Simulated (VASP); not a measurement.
# Zr (P6_3/mmc) in VASP: notebook

Runs on Zr. Level: PBE. Tasks: single point.

Everything below comes from runs of VASP 6.6.1. Logs are shortened: lines on timing, memory, paths and dates and some standing lists are left out, and cuts for length are marked.

### 1 The cell of the first run

The structure is hexagonal, space group P6_3/mmc (No. 194). Conventional cell: a = 3.232 Å, b = 3.232 Å, c = 5.044 Å, α = 90.00°, β = 90.00°, γ = 120.00°. Within 4.1 Å of Zr (site symmetry -6m2) lie 12 Zr at 3.14 to 3.23 Å.

### 2 Single point, PBE (zz strain of -2 %)

Input file INCAR:

```
SYSTEM = Zr
ALGO     = Normal         ! electronic algorithm
EDIFF    = 1E-7           ! SCF threshold, eV
ENCUT    = 520            ! plane-wave cutoff, eV
GGA      = PE             ! functional
ISIF     = 2              ! what is computed and relaxed
ISMEAR   = -1             ! smearing method
LASPH    = .TRUE.         ! aspherical terms in the spheres
LCHARG   = .TRUE.         ! write CHGCAR
LELF     = .TRUE.         ! ELF
LREAL    = .FALSE.        ! projectors in reciprocal space
LVHAR    = .TRUE.       
LWAVE    = .FALSE.        ! write WAVECAR
NBANDS   = 19             ! bands
NELM     = 80             ! most SCF steps
PREC     = Accurate       ! precision mode
SIGMA    = 0.08           ! smearing width, eV
```

Input file KPOINTS:

```
k-points
0
G
  13 13 7
  0 0 0
```

Input file POSCAR:

```
Zr
1.0
    3.2319982225      0.0000000000      0.0000000000
   -1.6159991112      2.7989925656      0.0000000000
    0.0000000000      0.0000000000      5.0440600000
Zr
2
Direct
    0.3333333333      0.6666666667      0.2500000000
    0.6666666667      0.3333333333      0.7500000000
```

Potentials or basis: VASP PAW PBE potentials, release 64 (Zr_sv).

On the command line:

```
> cat potpaw_PBE.64/Zr_sv/POTCAR > POTCAR
> mpirun -np 1 vasp_std > vasp.out
```

OUTCAR:

```text
SYSTEM = Zr
   EDIFF = 1E-7
   ENCUT = 520
   GGA = PE
   ISIF = 2
   ISMEAR = -1
   LASPH = .TRUE.
   LREAL = .FALSE.
   NELM = 80
   PREC = Accurate

 ion  position               nearest neighbor table
   1  0.333  0.667  0.250-   2 3.14   2 3.14   2 3.14   2 3.14   2 3.14   2 3.14
   2  0.667  0.333  0.750-   1 3.14   1 3.14   1 3.14   1 3.14   1 3.14   1 3.14

  LATTYP: Found a hexagonal cell.
 ALAT       =     3.2319982225
 C/A-ratio  =     1.5606629870

  Lattice vectors:

 A1 = (   3.2319982225,   0.0000000000,   0.0000000000)
 A2 = (  -1.6159991112,   2.7989925656,   0.0000000000)
 A3 = (   0.0000000000,   0.0000000000,   5.0440600000)

Analysis of symmetry for initial positions (statically):
=====================================================================
 Subroutine PRICEL returns:
 Original cell was already a primitive cell.

 Routine SETGRP: Setting up the symmetry group for a
 hexagonal supercell.

 Subroutine GETGRP returns: Found 24 space group operations
 (whereof 12 operations were pure point group operations)
 out of a pool of 24 trial point group operations.

The static configuration has the point symmetry D_3d.
 The point group associated with its full space group is D_6h.

Analysis of symmetry for dynamics (positions and initial velocities):
=====================================================================
 Subroutine PRICEL returns:
 Original cell was already a primitive cell.

 Routine SETGRP: Setting up the symmetry group for a
 hexagonal supercell.

 Subroutine GETGRP returns: Found 24 space group operations
 (whereof 12 operations were pure point group operations)
 out of a pool of 24 trial point group operations.

The dynamic configuration has the point symmetry D_3d.
 The point group associated with its full space group is D_6h.

 Subroutine INISYM returns: Found 24 space group operations
 (whereof 12 operations are pure point group operations),
 and found     1 'primitive' translations

----------------------------------------------------------------------------------------

                                     Primitive cell

  volume of cell :      45.6303

  direct lattice vectors                    reciprocal lattice vectors
     3.231998223  0.000000000  0.000000000     0.309406111  0.178635701  0.000000000
    -1.615999111  2.798992566  0.000000000     0.000000000  0.357271403  0.000000000
     0.000000000  0.000000000  5.044060000     0.000000000  0.000000000  0.198252995

  length of vectors
     3.231998223  3.231998222  5.044060000     0.357271403  0.357271403  0.198252995

  position of ions in fractional coordinates (direct lattice)
     0.333333333  0.666666667  0.250000000
     0.666666667  0.333333333  0.750000000

  ion indices of the primitive-cell ions
   primitive index   ion index
                 1           1
                 2           2

----------------------------------------------------------------------------------------

 KPOINTS: k-points

Automatic generation of k-mesh.
 Grid dimensions read from file:
 generate k-points for:   13   13    7

 Generating k-lattice:

  Cartesian coordinates                     Fractional coordinates (reciprocal lattice)
     0.023800470  0.013741208  0.000000000     0.076923077 -0.000000000  0.000000000
     0.000000000  0.027482416  0.000000000     0.000000000  0.076923077  0.000000000
     0.000000000  0.000000000  0.028321856     0.000000000  0.000000000  0.142857143

  Length of vectors
     0.027482416  0.027482416  0.028321856

  Shift w.r.t. Gamma in fractional coordinates (k-lattice)
     0.000000000  0.000000000  0.000000000

 Subroutine IBZKPT returns following result:
 ===========================================

 Found     84 irreducible k-points:

 Following reciprocal coordinates:
            Coordinates               Weight
  0.000000  0.000000  0.000000      1.000000
  0.076923  0.000000  0.000000      6.000000
  0.153846  0.000000  0.000000      6.000000
  0.230769  0.000000  0.000000      6.000000
  0.307692  0.000000  0.000000      6.000000
  0.384615  0.000000  0.000000      6.000000
[... 16 lines left out ...]
  0.076923  0.000000  0.142857     12.000000
  0.153846  0.000000  0.142857     12.000000
 [... further k-points ...]
   k-points           NKPTS =     84   k-points in BZ     NKDIM =     84   number of bands    NBANDS=     19
   number of dos      NEDOS =    301   number of ions     NIONS =      2
   total plane-waves  NPLWV =  23040
   dimension x,y,z NGX =    24 NGY =   24 NGZ =   40
   dimension x,y,z NGXF=    48 NGYF=   48 NGZF=   80
   ions per type =               2
   NGX,Y,Z   is equivalent  to a cutoff of  12.35, 12.35, 13.18 a.u.
   NGXF,Y,Z  is equivalent  to a cutoff of  24.69, 24.69, 26.37 a.u.
 SYSTEM =  Zr
   PREC   = accura    normal or accurate (medium, high low for compatibility)
   ISTART =      0    job   : 0-new  1-cont  2-samecut
   ICHARG =      2    charge: 1-file 2-atom 10-const
   ISPIN  =      1    spin polarized calculation?
   LNONCOLLINEAR =      F non collinear calculations
   LSORBIT =      F    spin-orbit coupling
   LASPH  =      T    aspherical Exc in radial PAW
   ENCUT  =  520.0 eV  38.22 Ry    6.18 a.u.   6.01  6.01  9.38*2*pi/ulx,y,z
   NELM   =     80;   NELMIN=  2; NELMDL= -5     # of ELM steps
   EDIFF  = 0.1E-06   stopping-criterion for ELM
   LREAL  =      F    real-space projection
   EDIFFG = 0.1E-05   stopping-criterion for IOM
   NSW    =      0    number of steps for IOM
   IBRION =     -1    ionic relax: 0-MD 1-quasi-New 2-CG
   NFREE  =      0    steps in history (QN), initial steepest desc. (CG)
   ISIF   =      2    stress and relaxation
   ISYM   =      2    0-nonsym 1-usesym 2-fastsym
   POTIM  = 0.5000    time-step for ionic-motion
   TEBEG  =    0.0;   TEEND  =   0.0 temperature during run
   PSTRESS=    0.0 pullay stress
   NELECT =      24.0000    total number of electrons
   NUPDOWN=      -1.0000    fix difference up-down
   EMIN   =  10.00;   EMAX   =-10.00  energy-range for DOS
   EFERMI =   0.00;   METHOD = LEGACY
   ISMEAR =    -1;   SIGMA  =   0.08  broadening in eV -4-tet -1-fermi 0-gaus
   EFERMI_NEDOS =   21; number of points for ismear=-14 and -15
   IALGO  =     38    algorithm
   IMIX   =      4    mixing-type and parameters
     AMIX     =   0.40;   BMIX     =  1.00
     AMIX_MAG =   1.60;   BMIX_MAG =  1.00
  volume/ion in A,a.u.               =      22.82       153.96
  Fermi-wavevector in a.u.,A,eV,Ry     =   1.321481  2.497237 23.760013  1.746312
  Thomas-Fermi vector in A             =   2.451232
   LORBIT       =      0    0 simple, 1 ext, 2 COOP (PROOUT), +10 PAW based schemes
   GGA     = PE    functional components
[... 5 lines left out ...]
 non-spin polarized calculation
  energy-cutoff  :      520.00
  volume of cell :       45.63
 maximum number of plane-waves:      1246
   NGX = 13   NGY = 13   NGZ = 19

 number of electron      24.0000000 magnetization

 Free energy of the ion-electron system (eV)
  ---------------------------------------------------
  ext. energy  EPLUGINS =         0.00000000
  ---------------------------------------------------
  free energy    TOTEN  =       -17.04542746 eV

  energy without entropy =      -17.00137559  energy(sigma->0) =      -17.02340153

 E-fermi :   9.2224     XC(G=0): -11.1736

 val. band max:        9.2220418874   @ k =   0.3846   0.2308   0.2857
 cond. band min:       9.2272776653   @ k =   0.1538   0.0000   0.2857
 fundamental gap:      0.0052357779
 Fermi energy:         9.2223884920

 k-point     1 :       0.0000    0.0000    0.0000
  band No.  band energies     occupation
      1     -39.5834      2.00000
      2     -39.4024      2.00000
      3     -18.1636      2.00000
      4     -17.2413      2.00000
      5     -17.2413      2.00000
      6     -17.0747      2.00000
[... 11 lines left out ...]
     18      11.2498      0.00000
     19      13.7238      0.00000

 k-point     2 :       0.0769    0.0000    0.0000
  band No.  band energies     occupation
      1     -39.5764      2.00000
      2     -39.3999      2.00000
      3     -18.1443      2.00000
      4     -17.2815      2.00000
      5     -17.2551      2.00000
      6     -17.1167      2.00000
[... 11 lines left out ...]
     18      11.1031      0.00000
     19      13.8412      0.00000

 k-point     3 :       0.1538    0.0000    0.0000
  band No.  band energies     occupation
      1     -39.5564      2.00000
      2     -39.3934      2.00000
      3     -18.0885      2.00000
      4     -17.3926      2.00000
      5     -17.2921      2.00000
      6     -17.2302      2.00000
[... 11 lines left out ...]
     18      11.3733      0.00000
     19      14.0986      0.00000

 k-point     4 :       0.2308    0.0000    0.0000
  band No.  band energies     occupation
      1     -39.5269      2.00000
      2     -39.3854      2.00000
      3     -18.0026      2.00000
      4     -17.5494      2.00000
      5     -17.3836      2.00000
      6     -17.3417      2.00000
[... 11 lines left out ...]
     18      12.0328      0.00000
     19      14.3574      0.00000

 k-point     5 :       0.3077    0.0000    0.0000
  band No.  band energies     occupation
      1     -39.4933      2.00000
      2     -39.3790      2.00000
      3     -17.8972      2.00000
      4     -17.7154      2.00000
      5     -17.5392      2.00000
      6     -17.3922      2.00000
[... 11 lines left out ...]
     18      12.8589      0.00000
     19      14.5512      0.00000
[... 334 lines left out ...]
      2     -39.3904      2.00000
      3     -17.8212      2.00000
      4     -17.6648      2.00000
      5     -17.6111      2.00000
      6     -17.5605      2.00000
[... 11 lines left out ...]
     18      14.2297      0.00000
     19      15.6926      0.00000

 k-point    22 :       0.0000    0.0000    0.1429
  band No.  band energies     occupation
      1     -39.5746      2.00000
      2     -39.4115      2.00000
      3     -18.1120      2.00000
      4     -17.2332      2.00000
      5     -17.2332      2.00000
      6     -17.1075      2.00000
[... 11 lines left out ...]
     18      11.5461      0.00000
     19      13.7955      0.00000

 k-point    23 :       0.0769    0.0000    0.1429
  band No.  band energies     occupation
      1     -39.5678      2.00000
      2     -39.4088      2.00000
      3     -18.0954      2.00000
      4     -17.2720      2.00000
      5     -17.2465      2.00000
      6     -17.1574      2.00000
[... 11 lines left out ...]
     18      11.4991      0.00000
     19      13.8907      0.00000

 k-point    24 :       0.1538    0.0000    0.1429
  band No.  band energies     occupation
      1     -39.5484      2.00000
      2     -39.4016      2.00000
      3     -18.0481      2.00000
      4     -17.3791      2.00000
      5     -17.2824      2.00000
      6     -17.2732      2.00000
[... 11 lines left out ...]
     18      11.5948      0.00000
     19      14.0950      0.00000

 [... further k-points ...]
[... 5 lines left out ...]
  --------------------------------------------------------------------------------------
  -------------------------------------------------------------------------------------
  Total        0.4807557      0.4807557      1.2691593      0.0000000      0.0000000     -0.0000000
  in kB       16.8803677     16.8803677     44.5629193      0.0000000      0.0000000     -0.0000000
  external PRESSURE =      26.1078849 kB  Pullay stress =       0.0000000 kB

 VOLUME and BASIS-vectors are now :
 -----------------------------------------------------------------------------
  energy-cutoff  :      520.00
  volume of cell :       45.63
      direct lattice vectors                 reciprocal lattice vectors
     3.231998223  0.000000000  0.000000000     0.309406111  0.178635701  0.000000000
    -1.615999111  2.798992566  0.000000000     0.000000000  0.357271403  0.000000000
     0.000000000  0.000000000  5.044060000     0.000000000  0.000000000  0.198252995

 POSITION                                       TOTAL-FORCE (eV/Angst)
 -----------------------------------------------------------------------------------
     -0.00000      1.86600      1.26101         0.000000     -0.000000      0.000000
      1.61600      0.93300      3.78304        -0.000000      0.000000      0.000000
 -----------------------------------------------------------------------------------
    total drift:                               -0.000000      0.000000     -0.000000

  FREE ENERGIE OF THE ION-ELECTRON SYSTEM (eV)
  ---------------------------------------------------
  free  energy   TOTEN  =       -17.0454274649 eV

  energy  without entropy=      -17.0013755895  energy(sigma->0) =      -17.02340153
```

Wall time 53 s (1 thread of Intel Xeon Platinum 8259CL at 2.50GHz (Skylake/Cascade Lake), shared host); peak memory 0.19 GiB.

What came out:

| Item | Value |
| --- | --- |
| Free energy | -17.0454 eV |
| Pressure | 2.6 GPa |
| Band gap on the k mesh | zero (band 12 reaches 10.20 eV, above the bottom of band 13 at 9.00 eV) |

Stress tensor (GPa, compression positive):
```
1.69 0.00 0.00
0.00 1.69 0.00
0.00 0.00 4.46
```

Caveat: the cell differs from its parent crystal (zz strain of -2 %).

### 3 Single point, PBE (zz strain of -1 %)

Input file INCAR:

```
SYSTEM = Zr
PREC     = Accurate       ! precision mode
ENCUT    = 520            ! plane-wave cutoff, eV
EDIFF    = 1E-6           ! SCF threshold, eV
ISMEAR   = -1             ! smearing method
SIGMA    = 0.08           ! smearing width, eV
LREAL    = .FALSE.        ! projectors in reciprocal space
LASPH    = .TRUE.         ! aspherical terms in the spheres
NELM     = 60             ! most SCF steps
ALGO     = Normal         ! electronic algorithm
ISIF     = 2              ! what is computed and relaxed
LWAVE    = .FALSE.        ! write WAVECAR
LCHARG   = .TRUE.         ! write CHGCAR
GGA      = PE             ! functional
LELF     = .TRUE.         ! ELF
LVHAR    = .TRUE.       
NBANDS   = 19             ! bands
```

Input file KPOINTS:

```
regular mesh
0
G
  13 13 7
  0 0 0
```

POSCAR, as its differences from that of step 2:

```diff
@@ -4,3 +4,3 @@
    -1.6159991112      2.7989925656      0.0000000000
-    0.0000000000      0.0000000000      5.0440600000
+    0.0000000000      0.0000000000      5.0955300000
 Zr
```

Potentials or basis: VASP PAW PBE potentials, release 64 (Zr_sv).

On the command line:

```
> cat potpaw_PBE.64/Zr_sv/POTCAR > POTCAR
> mpirun -np 1 vasp_std > vasp.out
```

OUTCAR:

```text
SYSTEM = Zr
   PREC = Accurate
   ENCUT = 520
   EDIFF = 1E-6
   ISMEAR = -1
   LREAL = .FALSE.
   LASPH = .TRUE.
   NELM = 60
   ISIF = 2
   GGA = PE

 ion  position               nearest neighbor table
   1  0.333  0.667  0.250-   2 3.16   2 3.16   2 3.16   2 3.16   2 3.16   2 3.16
   2  0.667  0.333  0.750-   1 3.16   1 3.16   1 3.16   1 3.16   1 3.16   1 3.16

  LATTYP: Found a hexagonal cell.
 ALAT       =     3.2319982225
 C/A-ratio  =     1.5765881195

  Lattice vectors:

 A1 = (   3.2319982225,   0.0000000000,   0.0000000000)
 A2 = (  -1.6159991112,   2.7989925656,   0.0000000000)
 A3 = (   0.0000000000,   0.0000000000,   5.0955300000)

Analysis of symmetry for initial positions (statically):
=====================================================================
 Subroutine PRICEL returns:
 Original cell was already a primitive cell.

 Routine SETGRP: Setting up the symmetry group for a
 hexagonal supercell.

 Subroutine GETGRP returns: Found 24 space group operations
[... 154 lines left out ...]
   NGX = 13   NGY = 13   NGZ = 19

 number of electron      24.0000000 magnetization

 Free energy of the ion-electron system (eV)
  ---------------------------------------------------
  ext. energy  EPLUGINS =         0.00000000
  ---------------------------------------------------
  free energy    TOTEN  =       -17.05594538 eV

  energy without entropy =      -17.01140335  energy(sigma->0) =      -17.03367437

 E-fermi :   9.1037     XC(G=0): -11.1275

 val. band max:        9.0902930339   @ k =   0.3846   0.2308   0.2857
 cond. band min:       9.1099604597   @ k =   0.0769   0.0000   0.2857
 fundamental gap:      0.0196674259
 Fermi energy:         9.1037490648

 k-point     1 :       0.0000    0.0000    0.0000
  band No.  band energies     occupation
      1     -39.7136      2.00000
      2     -39.5463      2.00000
      3     -18.2640      2.00000
      4     -17.3699      2.00000
      5     -17.3699      2.00000
      6     -17.2164      2.00000
[... 505 lines left out ...]
      6     -17.4105      2.00000
[... 11 lines left out ...]
     18      11.4359      0.00000
     19      13.9184      0.00000

 [... further k-points ...]
[... 5 lines left out ...]
  --------------------------------------------------------------------------------------
  -------------------------------------------------------------------------------------
  Total        0.2844639      0.2844639      0.7709992      0.0000000     -0.0000000      0.0000000
  in kB        9.8872495      9.8872495     26.7979945      0.0000000     -0.0000000      0.0000000
  external PRESSURE =      15.5241645 kB  Pullay stress =       0.0000000 kB

 VOLUME and BASIS-vectors are now :
 -----------------------------------------------------------------------------
  energy-cutoff  :      520.00
  volume of cell :       46.10
      direct lattice vectors                 reciprocal lattice vectors
     3.231998223  0.000000000  0.000000000     0.309406111  0.178635701  0.000000000
    -1.615999111  2.798992566  0.000000000     0.000000000  0.357271403  0.000000000
     0.000000000  0.000000000  5.095530000     0.000000000  0.000000000  0.196250439

 POSITION                                       TOTAL-FORCE (eV/Angst)
 -----------------------------------------------------------------------------------
     -0.00000      1.86600      1.27388         0.000000     -0.000000      0.000000
      1.61600      0.93300      3.82165        -0.000000      0.000000      0.000000
 -----------------------------------------------------------------------------------
    total drift:                               -0.000000      0.000000     -0.000000

  FREE ENERGIE OF THE ION-ELECTRON SYSTEM (eV)
  ---------------------------------------------------
  free  energy   TOTEN  =       -17.0559453845 eV

  energy  without entropy=      -17.0114033472  energy(sigma->0) =      -17.03367437
```

stdout:

```text
POSCAR found type information on POSCAR Zr
 POSCAR found :  1 types and       2 ions
 scaLAPACK will be used
 LDA part: xc-table for (Slater+PW92), standard interpolation
 POSCAR, INCAR and KPOINTS ok, starting setup
 FFT: planning ... GRIDC
 FFT: planning ... GRID_SOFT
 FFT: planning ... GRID
 WAVECAR not read
 entering main loop
```

It took 50 s on 1 thread of Intel Xeon Platinum 8259CL at 2.50GHz (Skylake/Cascade Lake), shared host; peak memory 0.19 GiB.

Results:

* Free energy: -17.0559 eV
* Pressure: 1.6 GPa
* Band gap on the k mesh: zero (band 12 reaches 10.04 eV, above the bottom of band 13 at 8.88 eV)

Caveat: the cell differs from its parent crystal (zz strain of -1 %).
